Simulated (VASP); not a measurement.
# Al12H in VASP: notebook, part 2 of 2

VASP 6.6.1.

## Step 3: Single point, PBE+D3(BJ)

The input, INCAR:

```
SYSTEM = Al12H
ALGO     = Normal         ! electronic algorithm
DIPOL    = 0.5 0.5 0.306
EDIFF    = 1E-6           ! SCF threshold, eV
ENCUT    = 520            ! plane-wave cutoff, eV
GGA      = PE             ! functional
IDIPOL   = 3            
ISIF     = 2              ! what is computed and relaxed
ISMEAR   = 0              ! smearing method
IVDW     = 12             ! dispersion correction
LASPH    = .True.         ! aspherical terms in the spheres
LCHARG   = .True.         ! write CHGCAR
LDIPOL   = .True.       
LELF     = .True.         ! ELF
LREAL    = .False.        ! projectors in reciprocal space
LVACPOTAV= .True.       
LVHAR    = .True.       
LWAVE    = .False.        ! write WAVECAR
NBANDS   = 30             ! bands
NELM     = 60             ! most SCF steps
PREC     = Accurate       ! precision mode
SIGMA    = 0.1            ! smearing width, eV
```

The input, KPOINTS:

```
k-points
0
Gamma
  6 6 1
  0 0 0
```

The input, POSCAR:

```
Al12H
1.0
    5.6314608543      0.0000000000      0.0000000000
   -2.8157304272      4.8769881603      0.0000000000
    0.0000000000      0.0000000000     21.6684292099
Al H
12 1
Direct
    0.3333333333      0.1666666667      0.1846003677
    0.3333333333      0.6666666667      0.1846003677
    0.8333333333      0.1666666667      0.1846003677
    0.8333333333      0.6666666667      0.1846003677
    0.1666666667      0.3333333333      0.2900502825
    0.1666666667      0.8333333333      0.2900502825
    0.6666666667      0.3333333333      0.2900502825
    0.6666666667      0.8333333333      0.2900502825
    0.0000000000      0.0000000000      0.3954337957
    0.0000000000      0.5000000000      0.3954337957
    0.5000000000      0.0000000000      0.3954337957
    0.5000000000      0.5000000000      0.3954337957
    0.1666666667      0.3333333333      0.4969639980
```

Potentials or basis: VASP PAW PBE potentials, release 64 (Al, H).

Launch:

```
cat potpaw_PBE.64/Al/POTCAR potpaw_PBE.64/H/POTCAR > POTCAR
mpirun -np 1 vasp_std > vasp.out
```

OUTCAR:

```text
SYSTEM = Al12H
   EDIFF = 1E-6
   ENCUT = 520
   GGA = PE
   ISIF = 2
   ISMEAR = 0
   IVDW = 12
   LASPH = .True.
   LREAL = .False.
   NELM = 60
   PREC = Accurate
 IVDW          = 12

 ion  position               nearest neighbor table
   1  0.333  0.167  0.185-   5 2.80   7 2.80   6 2.80   3 2.82   3 2.82   4 2.82   4 2.82   2 2.82
                             2 2.82
   2  0.333  0.667  0.185-   6 2.80   8 2.80   5 2.80   4 2.82   4 2.82   3 2.82   3 2.82   1 2.82
                             1 2.82
   3  0.833  0.167  0.185-   7 2.80   5 2.80   8 2.80   1 2.82   1 2.82   2 2.82   2 2.82   4 2.82
                             4 2.82
[... 470 lines left out ...]
  volume of cell :      595.11
      direct lattice vectors                 reciprocal lattice vectors
     5.631460854  0.000000000  0.000000000     0.177573817  0.102522291  0.000000000
    -2.815730427  4.876988160  0.000000000     0.000000000  0.205044582  0.000000000
     0.000000000  0.000000000 21.668429210     0.000000000  0.000000000  0.046150092

 POSITION                                       TOTAL-FORCE (eV/Angst)
 -----------------------------------------------------------------------------------
      1.40787      0.81283      4.00000         0.167046     -0.096444     -0.077770
     -0.00000      3.25133      4.00000        -0.000000      0.192888     -0.077770
      4.22360      0.81283      4.00000        -0.167046     -0.096444     -0.077770
      2.81573      3.25133      4.00000        -0.000000      0.000000     -0.153280
      0.00000      1.62566      6.28493        -0.000000     -0.000000      0.256581
     -1.40787      4.06416      6.28493        -0.068853     -0.039752     -0.107919
      2.81573      1.62566      6.28493        -0.000000      0.079505     -0.107919
      1.40787      4.06416      6.28493         0.068853     -0.039752     -0.107919
      0.00000      0.00000      8.56843        -0.000000      0.203366      0.592513
     -1.40787      2.43849      8.56843         0.176120     -0.101683      0.592513
      2.81573      0.00000      8.56843        -0.000000     -0.000000      0.005366
      1.40787      2.43849      8.56843        -0.176120     -0.101683      0.592513
      0.00000      1.62566     10.76843        -0.000000      0.000000     -1.329139
 -----------------------------------------------------------------------------------
    total drift:                               -0.000000      0.000000      0.000001

  FREE ENERGIE OF THE ION-ELECTRON SYSTEM (eV)
  ---------------------------------------------------
  free  energy   TOTEN  =       -46.8807568234 eV

  energy  without entropy=      -46.8463027069  energy(sigma->0) =      -46.86352977

 vacuum level on the upper side and lower side of the slab         4.908         3.625
```

OSZICAR:

```text
N       E                     dE             d eps       ncg     rms          rms(c)
DAV:   1     0.127481688096E+03    0.12748E+03   -0.10876E+04   420   0.853E+02
DAV:   2    -0.374087284709E+02   -0.16489E+03   -0.15829E+03   566   0.152E+02
DAV:   3    -0.457770918506E+02   -0.83684E+01   -0.81451E+01   508   0.341E+01
[... 18 lines left out ...]
DAV:  22    -0.439443890476E+02   -0.91489E-05   -0.63614E-07   436   0.268E-03    0.130E-03
DAV:  23    -0.439443981366E+02   -0.90889E-05   -0.64626E-07   366   0.231E-03    0.416E-04
DAV:  24    -0.439443994707E+02   -0.13341E-05   -0.96277E-08   418   0.139E-03    0.371E-04
DAV:  25    -0.439444006786E+02   -0.12079E-05   -0.74219E-08   354   0.122E-03    0.263E-04
DAV:  26    -0.439444009139E+02   -0.23533E-06   -0.32331E-08   294   0.885E-04
   1 F= -.46880757E+02 E0= -.46863530E+02  d E =-.344541E-01
```

stdout:

```text
POSCAR found type information on POSCAR AlH
 POSCAR found :  2 types and      13 ions
 scaLAPACK will be used
 LDA part: xc-table for (Slater+PW92), standard interpolation
 POSCAR, INCAR and KPOINTS ok, starting setup
 FFT: planning ... GRIDC
 FFT: planning ... GRID_SOFT
 FFT: planning ... GRID
 WAVECAR not read
 entering main loop
 -----------------------------------------------------------------------------
|                                                                             |
|           W    W    AA    RRRRR   N    N  II  N    N   GGGG   !!!           |
|           W    W   A  A   R    R  NN   N  II  NN   N  G    G  !!!           |
|           W    W  A    A  R    R  N N  N  II  N N  N  G       !!!           |
|           W WW W  AAAAAA  RRRRR   N  N N  II  N  N N  G  GGG   !            |
|           WW  WW  A    A  R   R   N   NN  II  N   NN  G    G                |
|           W    W  A    A  R    R  N    N  II  N    N   GGGG   !!!           |
|                                                                             |
|     Did not find any points to average over, which means that no vacuum     |
|     field-free region was found. Please increase the size of  your cell     |
|     in the dimension of the dipole correction to obtain accurate            |
|     workfunction values.                                                    |
|                                                                             |
 -----------------------------------------------------------------------------
```

It took 2.4 min on 1 thread of AMD EPYC 9R45 (Zen 5), shared host; peak memory 0.61 GiB.

What came out:

* Free energy: -46.8808 eV
* Largest force: 1.329 eV/Å
* Band gap on the k mesh: zero (an odd number of electrons rules out a gap without spin polarisation)
* Dispersion energy per atom: -0.226 eV

Forces in eV/Å, atoms in the order of the input:
```
Al   0.167 -0.096 -0.078
Al   0.000  0.193 -0.078
Al  -0.167 -0.096 -0.078
Al   0.000  0.000 -0.153
Al   0.000  0.000  0.257
Al  -0.069 -0.040 -0.108
Al   0.000  0.080 -0.108
Al   0.069 -0.040 -0.108
Al   0.000  0.203  0.593
Al   0.176 -0.102  0.593
Al   0.000  0.000  0.005
Al  -0.176 -0.102  0.593
H    0.000  0.000 -1.329
```

Levels at points of the mesh, in eV from the Fermi level:
```
           k point  band 15  band 16  band 17  band 18  band 19  band 20  band 21  band 22  band 23  band 24
(0.00, 0.00, 0.00)    -2.80    -2.78    -1.15    -0.39    -0.39    -0.36    -0.14    -0.14     0.05     1.27
(0.50, 0.00, 0.00)    -0.55    -0.54    -0.25    -0.19    -0.13     0.96     0.96     1.29     1.40     1.73
```
